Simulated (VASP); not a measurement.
# SrCa3 (Pm-3m) in VASP: a series of runs, part 2 of 2

VASP 6.6.1. The steps go on from the part before.

## (3) Single point, LDA

This run uses another cell than the first one, of 40.24 Å³/atom.

INCAR

```
PREC = Accurate
ENCUT = 520
EDIFF = 1E-7
ISMEAR = 1
SIGMA = 0.05
LREAL = False
LASPH = True
NELM = 80
ALGO = Normal
ISIF = 2
LWAVE = False
LCHARG = False
GGA = CA
NBANDS = 28
```

KPOINTS

```
Automatic mesh
0
Gamma
  4 4 4
```

POSCAR

```
SrCa3
1.0
    5.4394582960      0.0000000000      0.0000000000
    0.0000000000      5.4394582960      0.0000000000
    0.0000000000      0.0000000000      5.4394582960
Sr Ca
1 3
Direct
    0.0000000000      0.0000000000      0.0000000000
    0.0000000000      0.5000000000      0.5000000000
    0.5000000000      0.0000000000      0.5000000000
    0.5000000000      0.5000000000      0.0000000000
```

Potentials or basis: VASP PAW LDA potentials, release 64 (Sr_sv, Ca_sv).

Command:

```sh
$ cat potpaw_LDA.64/Sr_sv/POTCAR potpaw_LDA.64/Ca_sv/POTCAR > POTCAR
$ mpirun -np 1 vasp_std > vasp.out
```

OUTCAR:

```text
PREC = Accurate
   ENCUT = 520
   EDIFF = 1E-7
   ISMEAR = 1
   LREAL = False
   LASPH = True
   NELM = 80
   ISIF = 2
   GGA = CA

 ion  position               nearest neighbor table
   1  0.000  0.000  0.000-   2 3.85   3 3.85   4 3.85   2 3.85   3 3.85   2 3.85   4 3.85   2 3.85
                             3 3.85   4 3.85   3 3.85   4 3.85
   2  0.000  0.500  0.500-   1 3.85   1 3.85   1 3.85   1 3.85
   3  0.500  0.000  0.500-   1 3.85   1 3.85   1 3.85   1 3.85
   4  0.500  0.500  0.000-   1 3.85   1 3.85   1 3.85   1 3.85

  LATTYP: Found a simple cubic cell.
 ALAT       =     5.4394582960

  Lattice vectors:

 A1 = (   5.4394582960,   0.0000000000,   0.0000000000)
 A2 = (   0.0000000000,   5.4394582960,   0.0000000000)
 A3 = (   0.0000000000,   0.0000000000,   5.4394582960)

Analysis of symmetry for initial positions (statically):
=====================================================================
 Subroutine PRICEL returns:
 Original cell was already a primitive cell.

 Routine SETGRP: Setting up the symmetry group for a
 simple cubic supercell.

 Subroutine GETGRP returns: Found 48 space group operations
 (whereof 48 operations were pure point group operations)
 out of a pool of 48 trial point group operations.

The static configuration has the point symmetry O_h .

Analysis of symmetry for dynamics (positions and initial velocities):
=====================================================================
 Subroutine PRICEL returns:
 Original cell was already a primitive cell.

 Routine SETGRP: Setting up the symmetry group for a
 simple cubic supercell.

 Subroutine GETGRP returns: Found 48 space group operations
 (whereof 48 operations were pure point group operations)
 out of a pool of 48 trial point group operations.

The dynamic configuration has the point symmetry O_h .

 Subroutine INISYM returns: Found 48 space group operations
 (whereof 48 operations are pure point group operations),
 and found     1 'primitive' translations

----------------------------------------------------------------------------------------

                                     Primitive cell

  volume of cell :     160.9411

  direct lattice vectors                    reciprocal lattice vectors
     5.439458296  0.000000000  0.000000000     0.183841836  0.000000000  0.000000000
     0.000000000  5.439458296  0.000000000     0.000000000  0.183841836  0.000000000
     0.000000000  0.000000000  5.439458296     0.000000000  0.000000000  0.183841836

  length of vectors
     5.439458296  5.439458296  5.439458296     0.183841836  0.183841836  0.183841836

  position of ions in fractional coordinates (direct lattice)
     0.000000000  0.000000000  0.000000000
     0.000000000  0.500000000  0.500000000
     0.500000000  0.000000000  0.500000000
     0.500000000  0.500000000  0.000000000

  ion indices of the primitive-cell ions
   primitive index   ion index
                 1           1
                 2           2
                 3           3
                 4           4

----------------------------------------------------------------------------------------

 KPOINTS: Automatic mesh

Automatic generation of k-mesh.
 Grid dimensions read from file:
 generate k-points for:    4    4    4

 Generating k-lattice:

  Cartesian coordinates                     Fractional coordinates (reciprocal lattice)
     0.045960459  0.000000000  0.000000000     0.250000000  0.000000000  0.000000000
     0.000000000  0.045960459  0.000000000     0.000000000  0.250000000  0.000000000
     0.000000000  0.000000000  0.045960459     0.000000000  0.000000000  0.250000000

  Length of vectors
     0.045960459  0.045960459  0.045960459

  Shift w.r.t. Gamma in fractional coordinates (k-lattice)
     0.000000000  0.000000000  0.000000000

 Subroutine IBZKPT returns following result:
 ===========================================

 Found     10 irreducible k-points:

 Following reciprocal coordinates:
            Coordinates               Weight
  0.000000  0.000000  0.000000      1.000000
  0.250000  0.000000  0.000000      6.000000
  0.500000  0.000000  0.000000      3.000000
  0.250000  0.250000  0.000000     12.000000
  0.500000  0.250000  0.000000     12.000000
  0.500000  0.500000  0.000000      3.000000
  0.250000  0.250000  0.250000      8.000000
  0.500000  0.250000  0.250000     12.000000
  0.500000  0.500000  0.250000      6.000000
  0.500000  0.500000  0.500000      1.000000
   k-points           NKPTS =     10   k-points in BZ     NKDIM =     10   number of bands    NBANDS=     28
   number of dos      NEDOS =    301   number of ions     NIONS =      4
   total plane-waves  NPLWV =  64000
   dimension x,y,z NGX =    40 NGY =   40 NGZ =   40
   dimension x,y,z NGXF=    80 NGYF=   80 NGZF=   80
   ions per type =               1   3
   NGX,Y,Z   is equivalent  to a cutoff of  12.23, 12.23, 12.23 a.u.
   NGXF,Y,Z  is equivalent  to a cutoff of  24.45, 24.45, 24.45 a.u.
 SYSTEM =  unknown system
   PREC   = accura    normal or accurate (medium, high low for compatibility)
   ISTART =      0    job   : 0-new  1-cont  2-samecut
   ICHARG =      2    charge: 1-file 2-atom 10-const
   ISPIN  =      1    spin polarized calculation?
   LNONCOLLINEAR =      F non collinear calculations
   LSORBIT =      F    spin-orbit coupling
   LASPH  =      T    aspherical Exc in radial PAW
   ENCUT  =  520.0 eV  38.22 Ry    6.18 a.u.  10.11 10.11 10.11*2*pi/ulx,y,z
   NELM   =     80;   NELMIN=  2; NELMDL= -5     # of ELM steps
   EDIFF  = 0.1E-06   stopping-criterion for ELM
   LREAL  =      F    real-space projection
   EDIFFG = 0.1E-05   stopping-criterion for IOM
   NSW    =      0    number of steps for IOM
   IBRION =     -1    ionic relax: 0-MD 1-quasi-New 2-CG
   NFREE  =      0    steps in history (QN), initial steepest desc. (CG)
   ISIF   =      2    stress and relaxation
   ISYM   =      2    0-nonsym 1-usesym 2-fastsym
   POTIM  = 0.5000    time-step for ionic-motion
   TEBEG  =    0.0;   TEEND  =   0.0 temperature during run
   PSTRESS=    0.0 pullay stress
   NELECT =      40.0000    total number of electrons
   NUPDOWN=      -1.0000    fix difference up-down
   EMIN   =  10.00;   EMAX   =-10.00  energy-range for DOS
   EFERMI =   0.00;   METHOD = LEGACY
   ISMEAR =     1;   SIGMA  =   0.05  broadening in eV -4-tet -1-fermi 0-gaus
   EFERMI_NEDOS =   21; number of points for ismear=-14 and -15
   IALGO  =     38    algorithm
   IMIX   =      4    mixing-type and parameters
     AMIX     =   0.40;   BMIX     =  1.00
     AMIX_MAG =   1.60;   BMIX_MAG =  1.00
  volume/ion in A,a.u.               =      40.24       271.52
  Fermi-wavevector in a.u.,A,eV,Ry     =   1.029293  1.945082 14.414622  1.059445
  Thomas-Fermi vector in A             =   2.163334
   LORBIT       =      0    0 simple, 1 ext, 2 COOP (PROOUT), +10 PAW based schemes
   GGA     = CA    functional components
   LHFCALC =     F    Hartree Fock is set to
   AEXX    =    0.0000 exact exchange contribution
   IVDW    =     0    specifies the selected vdW correction
   LEPSILON=     F    determine dielectric tensor
   LRPA    =     F    only Hartree local field effects (RPA)
 non-spin polarized calculation
 Methfessel and Paxton  Order N= 1 SIGMA  =   0.05
  energy-cutoff  :      520.00
  volume of cell :      160.94
 maximum number of plane-waves:      4385
   NGX = 21   NGY = 21   NGZ = 21

 number of electron      40.0000015 magnetization

 Free energy of the ion-electron system (eV)
  ---------------------------------------------------
  ext. energy  EPLUGINS =         0.00000000
  ---------------------------------------------------
  free energy    TOTEN  =        -8.48625857 eV

  energy without entropy =       -8.48631587  energy(sigma->0) =       -8.48627767

 E-fermi :   2.1399     XC(G=0):  -8.2392

 val. band max:        2.0835848898   @ k =   0.5000   0.0000   0.0000
 cond. band min:       2.1661060152   @ k =   0.5000   0.2500   0.2500
 fundamental gap:      0.0825211254
 Fermi energy:         2.1398578732

 k-point     1 :       0.0000    0.0000    0.0000
  band No.  band energies     occupation
      1     -39.2784      2.00000
      2     -39.2600      2.00000
      3     -39.2600      2.00000
      4     -33.6969      2.00000
      5     -20.6276      2.00000
      6     -20.6276      2.00000
[... 299 lines left out ...]
     27       4.2597      0.00000
     28       4.3609      0.00000

------------------------ aborting loop because EDIFF is reached ----------------------------------------

  FORCE on cell =-STRESS in cart. coord.  units (eV):
  Direction    XX          YY          ZZ          XY          YZ          ZX
  --------------------------------------------------------------------------------------
  -------------------------------------------------------------------------------------
  Total        0.0043737      0.0043737      0.0043737      0.0000000      0.0000000     -0.0000000
  in kB        0.0435408      0.0435408      0.0435408      0.0000000      0.0000000     -0.0000000
  external PRESSURE =       0.0435408 kB  Pullay stress =       0.0000000 kB

 VOLUME and BASIS-vectors are now :
 -----------------------------------------------------------------------------
  energy-cutoff  :      520.00
  volume of cell :      160.94
      direct lattice vectors                 reciprocal lattice vectors
     5.439458296  0.000000000  0.000000000     0.183841836  0.000000000  0.000000000
     0.000000000  5.439458296  0.000000000     0.000000000  0.183841836  0.000000000
     0.000000000  0.000000000  5.439458296     0.000000000  0.000000000  0.183841836

 POSITION                                       TOTAL-FORCE (eV/Angst)
 -----------------------------------------------------------------------------------
      0.00000      0.00000      0.00000         0.000000      0.000000      0.000000
      0.00000      2.71973      2.71973         0.000000      0.000000      0.000000
      2.71973      0.00000      2.71973         0.000000      0.000000      0.000000
      2.71973      2.71973      0.00000         0.000000      0.000000      0.000000
 -----------------------------------------------------------------------------------
    total drift:                               -0.000000      0.000000     -0.000000

  FREE ENERGIE OF THE ION-ELECTRON SYSTEM (eV)
  ---------------------------------------------------
  free  energy   TOTEN  =        -8.4862585677 eV

  energy  without entropy=       -8.4863158730  energy(sigma->0) =       -8.48627767
```

Wall time 48 s (1 thread of Intel Xeon 8259CL, shared host); peak memory 0.22 GiB.

What came out:

- Free energy: -8.4863 eV
- Pressure: 0.0 GPa
- Band gap on the k mesh: zero (bands 20 and 21 overlap by 0.32 eV)

The gap in the log of VASP goes by the Fermi energy; the results here count the filled bands.